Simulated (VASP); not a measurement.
# ZnCd3SO (P4/mmm) in VASP: further runs, part 2 of 2

VASP 6.6.1. Earlier steps stand in the parts before.

### Step 3. Single point, PBE, collinear spin, ferromagnetic start

This run uses another cell than the first one, of 24.23 Å³/atom.

File INCAR:

```
SYSTEM = ZnCd3SO
ALGO = Normal ; EDIFF = 1E-6
ENCUT = 520 ; GGA = PE
ISIF = 2 ; ISMEAR = 0
ISPIN = 2 ; LASPH = .True.
LCHARG = .True. ; LELF = .True.
LORBIT = 11 ; LREAL = .False.
LVHAR = .True. ; LWAVE = .False.
MAGMOM = 0 0 0 0 0 1 ; NBANDS = 43
NELM = 150 ; PREC = Accurate
SIGMA = 0.1
```

File KPOINTS:

```
k-points
0
Gamma
  4 4 4
  0 0 0
```

File POSCAR:

```
ZnCd3SO
1.0
    5.2482092100      0.0000000000      0.0000000000
    0.0000000000      5.2482092100      0.0000000000
    0.0000000000      0.0000000000      5.2792352700
Zn Cd S O
1 3 1 1
Direct
    0.0000000000      0.0000000000      0.5000000000
    0.0000000000      0.5000000000      0.5000000000
    0.5000000000      0.0000000000      0.5000000000
    0.0000000000      0.0000000000      0.0000000000
    0.5000000000      0.5000000000      0.5000000000
    0.5000000000      0.5000000000      0.0000000000
```

Potentials or basis: VASP PAW PBE potentials, release 64 (Zn, Cd, S, O).

Run with:

```sh
cat potpaw_PBE.64/Zn/POTCAR potpaw_PBE.64/Cd/POTCAR potpaw_PBE.64/S/POTCAR potpaw_PBE.64/O/POTCAR > POTCAR
mpirun -np 1 vasp_std > vasp.out
```

OUTCAR:

```text
SYSTEM = ZnCd3SO
   EDIFF = 1E-6
   ENCUT = 520
   GGA = PE
   ISIF = 2
   ISMEAR = 0
   ISPIN = 2
   LASPH = .True.
   LORBIT = 11
   LREAL = .False.
   NELM = 150
   PREC = Accurate

 ion  position               nearest neighbor table
   1  0.000  0.000  0.500-   2 2.62   3 2.62   2 2.62   3 2.62   4 2.64   4 2.64
   2  0.000  0.500  0.500-   1 2.62   5 2.62   1 2.62   5 2.62   3 3.71   3 3.71   3 3.71   3 3.71
                             4 3.72   4 3.72   4 3.72   4 3.72
   3  0.500  0.000  0.500-   1 2.62   5 2.62   5 2.62   1 2.62   2 3.71   2 3.71   2 3.71   2 3.71
                             4 3.72   4 3.72   4 3.72   4 3.72
   4  0.000  0.000  0.000-   1 2.64   1 2.64   3 3.72   2 3.72   2 3.72   3 3.72   2 3.72   2 3.72
                             3 3.72   3 3.72
   5  0.500  0.500  0.500-   2 2.62   3 2.62   3 2.62   2 2.62
   6  0.500  0.500  0.000-

  LATTYP: Found a simple tetragonal cell.
 ALAT       =     5.2482092100
 C/A-ratio  =     1.0059117422
[... 1855 lines left out ...]
      2.62410      0.00000      2.63962         0.000000      0.000000      0.000000
      0.00000      0.00000      0.00000         0.000000      0.000000      0.000000
      2.62410      2.62410      2.63962         0.000000      0.000000      0.000000
      2.62410      2.62410      0.00000         0.000000      0.000000      0.000000
 -----------------------------------------------------------------------------------
    total drift:                                0.000000      0.000000     -0.000000

  FREE ENERGIE OF THE ION-ELECTRON SYSTEM (eV)
  ---------------------------------------------------
  free  energy   TOTEN  =        -9.7388590696 eV

  energy  without entropy=       -9.7278234997  energy(sigma->0) =       -9.73334128

 total charge

# of ion       s       p       d       tot
------------------------------------------
    1        0.705   0.424   9.707  10.836
    2        0.551   0.220   9.524  10.295
    3        0.551   0.220   9.524  10.295
    4        0.591   0.149   9.513  10.253
    5        1.405   2.167   0.000   3.572
    6        1.604   3.079   0.000   4.683
--------------------------------------------------
tot          5.407   6.259  38.268  49.934

 magnetization (x)

# of ion       s       p       d       tot
------------------------------------------
    1       -0.000   0.000   0.000   0.000
    2        0.000   0.000  -0.000  -0.000
    3        0.000   0.000  -0.000  -0.000
    4        0.000   0.000  -0.000   0.000
    5       -0.000  -0.000   0.000  -0.000
    6       -0.000   0.000   0.000   0.000
--------------------------------------------------
tot         -0.000   0.000  -0.000   0.000
```

OSZICAR:

```text
N       E                     dE             d eps       ncg     rms          rms(c)
DAV:   1     0.509200563115E+03    0.50920E+03   -0.28738E+04  3096   0.143E+03
DAV:   2     0.324998102049E+02   -0.47670E+03   -0.44896E+03  3200   0.375E+02
DAV:   3    -0.134062836344E+02   -0.45906E+02   -0.44450E+02  3525   0.115E+02
DAV:   4    -0.146824205860E+02   -0.12761E+01   -0.12688E+01  3398   0.180E+01
DAV:   5    -0.146952472478E+02   -0.12827E-01   -0.12818E-01  3598   0.172E+00    0.159E+01
DAV:   6    -0.188431302496E+02   -0.41479E+01   -0.11585E+02  3777   0.356E+01    0.309E+01
DAV:   7    -0.106985488928E+02    0.81446E+01   -0.68544E+01  3482   0.167E+01    0.877E+00
DAV:   8    -0.102073607196E+02    0.49119E+00   -0.22791E+00  3243   0.525E+00    0.548E+00
DAV:   9    -0.980973241231E+01    0.39763E+00   -0.10161E+00  3554   0.355E+00    0.245E+00
DAV:  10    -0.974684472326E+01    0.62888E-01   -0.16602E-01  3310   0.163E+00    0.113E+00
DAV:  11    -0.973991494650E+01    0.69298E-02   -0.64120E-02  3418   0.991E-01    0.420E-01
DAV:  12    -0.973848889440E+01    0.14261E-02   -0.60220E-03  3215   0.338E-01    0.179E-01
DAV:  13    -0.973870180616E+01   -0.21291E-03   -0.57746E-04  3358   0.989E-02    0.841E-02
DAV:  14    -0.973885097641E+01   -0.14917E-03   -0.12410E-04  3245   0.483E-02    0.443E-02
DAV:  15    -0.973885632871E+01   -0.53523E-05   -0.89748E-05  3267   0.304E-02    0.150E-02
DAV:  16    -0.973885960007E+01   -0.32714E-05   -0.81333E-06  2936   0.170E-02    0.107E-02
DAV:  17    -0.973885906960E+01    0.53046E-06   -0.15260E-06  2320   0.488E-03
   1 F= -.97388591E+01 E0= -.97333413E+01  d E =-.110356E-01  mag=     0.0000
```

stdout:

```text
POSCAR found type information on POSCAR ZnCdS O
 POSCAR found :  4 types and       6 ions
 scaLAPACK will be used
 LDA part: xc-table for (Slater+PW92), standard interpolation
 POSCAR, INCAR and KPOINTS ok, starting setup
 FFT: planning ... GRIDC
 FFT: planning ... GRID_SOFT
 FFT: planning ... GRID
 WAVECAR not read
 entering main loop
```

Run time: 3.6 min. Hardware: 1 thread of Intel Xeon Platinum 8488C (Sapphire Rapids), shared host; peak memory 0.38 GiB.

What came out:

```
Free energy                                           : -9.7389 eV
Pressure                                              : -0.6 GPa
Band gap on the k mesh                                : zero (filled and empty bands overlap)
Net moment                                            : 0.00 μB per cell
Valence electrons inside the program's atomic spheres : Zn 10.84; Cd 10.29, 10.25 (each value once); S 3.57; O 4.68
```

Stress tensor (GPa, compression positive):
```
 2.45  0.00  0.00
 0.00  2.45  0.00
 0.00  0.00 -6.73
```

Levels at points of the mesh, in eV from the Fermi level:
Spin up:
```tsv
k point	band 27	band 28	band 29	band 30	band 31	band 32	band 33	band 34
(0.00, 0.00, 0.00)	-0.55	-0.30	-0.30	-0.12	0.68	0.72	0.72	1.49
(0.50, 0.00, 0.00)	-2.21	-0.49	-0.23	-0.06	0.09	1.40	1.84	3.25
(0.50, 0.50, 0.00)	-0.36	-0.36	0.87	1.16	1.16	1.21	1.50	3.45
(0.00, 0.00, 0.50)	-1.45	-0.88	-0.54	-0.54	-0.36	1.31	1.31	3.35
(0.50, 0.00, 0.50)	-1.76	-1.72	-0.89	-0.46	-0.23	0.54	1.63	3.50
(0.50, 0.50, 0.50)	-1.41	-1.04	-1.04	-0.90	1.69	1.69	2.02	2.02
```
Spin down:
| k point | band 28 | band 29 | band 30 | band 31 | band 32 | band 33 |
| --- | --- | --- | --- | --- | --- | --- |
| (0.00, 0.00, 0.00) | -0.30 | -0.30 | -0.12 | 0.68 | 0.72 | 0.72 |
| (0.50, 0.00, 0.00) | -0.49 | -0.23 | -0.06 | 0.09 | 1.40 | 1.84 |
| (0.50, 0.50, 0.00) | -0.36 | 0.87 | 1.16 | 1.16 | 1.21 | 1.50 |
| (0.00, 0.00, 0.50) | -0.88 | -0.54 | -0.54 | -0.36 | 1.31 | 1.31 |
| (0.50, 0.00, 0.50) | -1.72 | -0.89 | -0.46 | -0.23 | 0.54 | 1.63 |
| (0.50, 0.50, 0.50) | -1.04 | -1.04 | -0.90 | 1.69 | 1.69 | 2.02 |

Caveat: the stress differs along the axes, from -7 to 2 GPa.
